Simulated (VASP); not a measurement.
# Sn (Fm-3m) in VASP: notebook, part 2 of 2

VASP 6.6.1. The steps go on from the part before.

**3. Single point, PBE**

Contents of INCAR:

```
SYSTEM = Sn
ALGO     = Normal         ! electronic algorithm
EDIFF    = 1E-6           ! SCF threshold, eV
ENCUT    = 520            ! plane-wave cutoff, eV
GGA      = PE             ! functional
ISIF     = 2              ! what is computed and relaxed
ISMEAR   = -1             ! smearing method
LASPH    = .True.         ! aspherical terms in the spheres
LCHARG   = .False.        ! write CHGCAR
LREAL    = .False.        ! projectors in reciprocal space
LWAVE    = .False.        ! write WAVECAR
NBANDS   = 13             ! bands
NELM     = 100            ! most SCF steps
PREC     = Accurate       ! precision mode
SIGMA    = 0.06122561905347299 ! smearing width, eV
```

Contents of KPOINTS:

```
k-points
0
Gamma
  20 20 20
  0 0 0
```

Contents of POSCAR:

```
Sn
1.0
    0.0000000000      2.4397515424      2.4397515424
    2.4397515424      0.0000000000      2.4397515424
    2.4397515424      2.4397515424      0.0000000000
Sn
1
Direct
    0.0000000000      0.0000000000      0.0000000000
```

Potentials or basis: VASP PAW PBE potentials, release 64 (Sn_d).

Run with:

```
> cat potpaw_PBE.64/Sn_d/POTCAR > POTCAR
> mpirun -np 1 vasp_std > vasp.out
```

OUTCAR:

```text
SYSTEM = Sn
   EDIFF = 1E-6
   ENCUT = 520
   GGA = PE
   ISIF = 2
   ISMEAR = -1
   LASPH = .True.
   LREAL = .False.
   NELM = 100
   PREC = Accurate

 ion  position               nearest neighbor table
   1  0.000  0.000  0.000-

  LATTYP: Found a face centered cubic cell.
 ALAT       =     4.8795030848

  Lattice vectors:

 A1 = (   0.0000000000,   2.4397515424,   2.4397515424)
 A2 = (   2.4397515424,   0.0000000000,   2.4397515424)
 A3 = (   2.4397515424,   2.4397515424,   0.0000000000)

Analysis of symmetry for initial positions (statically):
=====================================================================
 Subroutine PRICEL returns:
 Original cell was already a primitive cell.

 Routine SETGRP: Setting up the symmetry group for a
 face centered cubic supercell.

 Subroutine GETGRP returns: Found 48 space group operations
 (whereof 48 operations were pure point group operations)
 out of a pool of 48 trial point group operations.

The static configuration has the point symmetry O_h .

Analysis of symmetry for dynamics (positions and initial velocities):
=====================================================================
 Subroutine PRICEL returns:
 Original cell was already a primitive cell.

 Routine SETGRP: Setting up the symmetry group for a
 face centered cubic supercell.

 Subroutine GETGRP returns: Found 48 space group operations
 (whereof 48 operations were pure point group operations)
 out of a pool of 48 trial point group operations.

The dynamic configuration has the point symmetry O_h .

 Subroutine INISYM returns: Found 48 space group operations
 (whereof 48 operations are pure point group operations),
 and found     1 'primitive' translations

----------------------------------------------------------------------------------------

                                     Primitive cell

  volume of cell :      29.0447

  direct lattice vectors                    reciprocal lattice vectors
     0.000000000  2.439751542  2.439751542    -0.204938901  0.204938901  0.204938901
     2.439751542  0.000000000  2.439751542     0.204938901 -0.204938901  0.204938901
     2.439751542  2.439751542  0.000000000     0.204938901  0.204938901 -0.204938901

  length of vectors
     3.450329720  3.450329720  3.450329720     0.354964589  0.354964589  0.354964589

  position of ions in fractional coordinates (direct lattice)
     0.000000000  0.000000000  0.000000000

  ion indices of the primitive-cell ions
   primitive index   ion index
                 1           1

----------------------------------------------------------------------------------------

 KPOINTS: k-points

Automatic generation of k-mesh.
 Grid dimensions read from file:
 generate k-points for:   20   20   20

 Generating k-lattice:

  Cartesian coordinates                     Fractional coordinates (reciprocal lattice)
    -0.010246945  0.010246945  0.010246945     0.050000000  0.000000000  0.000000000
     0.010246945 -0.010246945  0.010246945     0.000000000  0.050000000  0.000000000
     0.010246945  0.010246945 -0.010246945     0.000000000  0.000000000  0.050000000

  Length of vectors
     0.017748229  0.017748229  0.017748229

  Shift w.r.t. Gamma in fractional coordinates (k-lattice)
     0.000000000  0.000000000  0.000000000

 Subroutine IBZKPT returns following result:
 ===========================================

 Found    256 irreducible k-points:

 Following reciprocal coordinates:
            Coordinates               Weight
  0.000000  0.000000  0.000000      1.000000
  0.050000  0.000000  0.000000      8.000000
  0.100000  0.000000  0.000000      8.000000
  0.150000  0.000000  0.000000      8.000000
  0.200000  0.000000  0.000000      8.000000
  0.250000  0.000000  0.000000      8.000000
[... 16 lines left out ...]
 -0.400000  0.050000  0.000000     24.000000
 -0.350000  0.050000  0.000000     24.000000
 [... further k-points ...]
   k-points           NKPTS =    256   k-points in BZ     NKDIM =    256   number of bands    NBANDS=     13
   number of dos      NEDOS =    301   number of ions     NIONS =      1
   total plane-waves  NPLWV =  21952
   dimension x,y,z NGX =    28 NGY =   28 NGZ =   28
   dimension x,y,z NGXF=    56 NGYF=   56 NGZF=   56
   ions per type =               1
   NGX,Y,Z   is equivalent  to a cutoff of  13.49, 13.49, 13.49 a.u.
   NGXF,Y,Z  is equivalent  to a cutoff of  26.98, 26.98, 26.98 a.u.
 SYSTEM =  Sn
   PREC   = accura    normal or accurate (medium, high low for compatibility)
   ISTART =      0    job   : 0-new  1-cont  2-samecut
   ICHARG =      2    charge: 1-file 2-atom 10-const
   ISPIN  =      1    spin polarized calculation?
   LNONCOLLINEAR =      F non collinear calculations
   LSORBIT =      F    spin-orbit coupling
   LASPH  =      T    aspherical Exc in radial PAW
   ENCUT  =  520.0 eV  38.22 Ry    6.18 a.u.   6.42  6.42  6.42*2*pi/ulx,y,z
   NELM   =    100;   NELMIN=  2; NELMDL= -5     # of ELM steps
   EDIFF  = 0.1E-05   stopping-criterion for ELM
   LREAL  =      F    real-space projection
   EDIFFG = 0.1E-04   stopping-criterion for IOM
   NSW    =      0    number of steps for IOM
   IBRION =     -1    ionic relax: 0-MD 1-quasi-New 2-CG
   NFREE  =      0    steps in history (QN), initial steepest desc. (CG)
   ISIF   =      2    stress and relaxation
   ISYM   =      2    0-nonsym 1-usesym 2-fastsym
   POTIM  = 0.5000    time-step for ionic-motion
   TEBEG  =    0.0;   TEEND  =   0.0 temperature during run
   PSTRESS=    0.0 pullay stress
   NELECT =      14.0000    total number of electrons
   NUPDOWN=      -1.0000    fix difference up-down
   EMIN   =  10.00;   EMAX   =-10.00  energy-range for DOS
   EFERMI =   0.00;   METHOD = LEGACY
   ISMEAR =    -1;   SIGMA  =   0.06  broadening in eV -4-tet -1-fermi 0-gaus
   EFERMI_NEDOS =   21; number of points for ismear=-14 and -15
   IALGO  =     38    algorithm
   IMIX   =      4    mixing-type and parameters
     AMIX     =   0.40;   BMIX     =  1.00
     AMIX_MAG =   1.60;   BMIX_MAG =  1.00
  volume/ion in A,a.u.               =      29.04       196.00
  Fermi-wavevector in a.u.,A,eV,Ry     =   1.283597  2.425646 22.417236  1.647620
  Thomas-Fermi vector in A             =   2.415840
   LORBIT       =      0    0 simple, 1 ext, 2 COOP (PROOUT), +10 PAW based schemes
   GGA     = PE    functional components
   LHFCALC =     F    Hartree Fock is set to
   AEXX    =    0.0000 exact exchange contribution
   IVDW    =     0    specifies the selected vdW correction
   LEPSILON=     F    determine dielectric tensor
   LRPA    =     F    only Hartree local field effects (RPA)
 non-spin polarized calculation
  energy-cutoff  :      520.00
  volume of cell :       29.04
 maximum number of plane-waves:       817
 NGX is ok and might be reduce to    28
   NGX = 13   NGY = 13   NGZ = 13

 number of electron      13.9999997 magnetization

 Free energy of the ion-electron system (eV)
  ---------------------------------------------------
  ext. energy  EPLUGINS =         0.00000000
  ---------------------------------------------------
  free energy    TOTEN  =        -3.78286894 eV

  energy without entropy =       -3.77560555  energy(sigma->0) =       -3.77923724

 E-fermi :   7.3872     XC(G=0): -10.0557

 val. band max:        7.3551210278   @ k =   0.3000   0.0500   0.0000
 cond. band min:       7.3883525290   @ k =  -0.4000   0.4500   0.1500
 fundamental gap:      0.0332315012
 Fermi energy:         7.3872217717

 k-point     1 :       0.0000    0.0000    0.0000
  band No.  band energies     occupation
      1     -14.1751      2.00000
      2     -14.1751      2.00000
      3     -14.1751      2.00000
      4     -14.1135      2.00000
      5     -14.1135      2.00000
      6      -3.3074      2.00000
      7      14.5268      0.00000
      8      14.5268      0.00000
      9      14.5268      0.00000
     10      17.8879      0.00000
     11      18.7965      0.00000
     12      18.7965      0.00000
     13      18.7965      0.00000
[... 353 lines left out ...]
 k-point    24 :      -0.3500    0.0500    0.0000
  band No.  band energies     occupation
      1     -14.1704      2.00000
      2     -14.1643      2.00000
      3     -14.1629      2.00000
      4     -14.0721      2.00000
      5     -14.0628      2.00000
      6      -0.7017      2.00000
      7       5.2167      2.00000
      8      12.2329      0.00000
      9      13.1744      0.00000
     10      16.8481      0.00000
     11      17.4716      0.00000
     12      17.9806      0.00000
     13      19.4614      0.00000

 [... further k-points ...]

------------------------ aborting loop because EDIFF is reached ----------------------------------------

  FORCE on cell =-STRESS in cart. coord.  units (eV):
  Direction    XX          YY          ZZ          XY          YZ          ZX
  --------------------------------------------------------------------------------------
  -------------------------------------------------------------------------------------
  Total       -0.2716609     -0.2716609     -0.2716609      0.0000000      0.0000000     -0.0000000
  in kB      -14.9854890    -14.9854890    -14.9854890      0.0000000      0.0000000     -0.0000000
  external PRESSURE =     -14.9854890 kB  Pullay stress =       0.0000000 kB

 VOLUME and BASIS-vectors are now :
 -----------------------------------------------------------------------------
  energy-cutoff  :      520.00
  volume of cell :       29.04
      direct lattice vectors                 reciprocal lattice vectors
     0.000000000  2.439751542  2.439751542    -0.204938901  0.204938901  0.204938901
     2.439751542  0.000000000  2.439751542     0.204938901 -0.204938901  0.204938901
     2.439751542  2.439751542  0.000000000     0.204938901  0.204938901 -0.204938901

 POSITION                                       TOTAL-FORCE (eV/Angst)
 -----------------------------------------------------------------------------------
      0.00000      0.00000      0.00000        -0.000000     -0.000000     -0.000000
 -----------------------------------------------------------------------------------
    total drift:                               -0.000000     -0.000000     -0.000000

  FREE ENERGIE OF THE ION-ELECTRON SYSTEM (eV)
  ---------------------------------------------------
  free  energy   TOTEN  =        -3.7828689359 eV

  energy  without entropy=       -3.7756055540  energy(sigma->0) =       -3.77923724
```

Wall time 35 s (1 thread of Intel Xeon 6975P-C (Granite Rapids), shared host); peak memory 0.22 GiB.

What came out:

* Free energy: -3.7829 eV
* Pressure: -1.5 GPa
* Band gap on the k mesh: zero (bands 7 and 8 overlap by 8.99 eV)

Caveat: spin-orbit coupling is left out, which moves the levels of the heavy elements.

**4. Single point, PBE**

This run uses another cell than the first one, of 29.60 Å³/atom.

Contents of INCAR:

```
SYSTEM = Sn
ALGO = Normal ; EDIFF = 1E-6
ENCUT = 520 ; GGA = PE
ISIF = 2 ; ISMEAR = -1
LASPH = .True. ; LCHARG = .False.
LREAL = .False. ; LWAVE = .False.
NBANDS = 13 ; NELM = 80
PREC = Accurate ; SIGMA = 0.06122561905347299
```

KPOINTS is that of step 3.

Contents of POSCAR:

```
Sn
1.0
    0.0000000000      2.4552917801      2.4552917801
    2.4552917801      0.0000000000      2.4552917801
    2.4552917801      2.4552917801      0.0000000000
Sn
1
Direct
    0.0000000000      0.0000000000      0.0000000000
```

Run with:

```
> cat potpaw_PBE.64/Sn_d/POTCAR > POTCAR
> mpirun -np 1 vasp_std > vasp.out
```

It took 35 s on 1 thread of Intel Xeon 6975P-C (Granite Rapids), shared host; peak memory 0.22 GiB.

The run converged. Its results:

```yaml
Free_energy: -3.7764 eV
Pressure: -2.3 GPa
Band_gap_on_the_k_mesh: zero (bands 7 and 8 overlap by 8.79 eV)
```

Levels at points of the mesh, in eV from the Fermi level:
```tsv
k point	band 5	band 6	band 7	band 8	band 9	band 10
(0.00, 0.00, 0.00)	-21.50	-10.57	6.99	6.99	6.99	10.47
(0.50, 0.00, 0.00)	-21.44	-6.70	-4.23	5.28	5.28	9.45
(0.50, 0.50, 0.00)	-21.42	-5.02	-3.31	1.93	1.93	5.13
```

Caveat: spin-orbit coupling is left out, which moves the levels of the heavy elements.
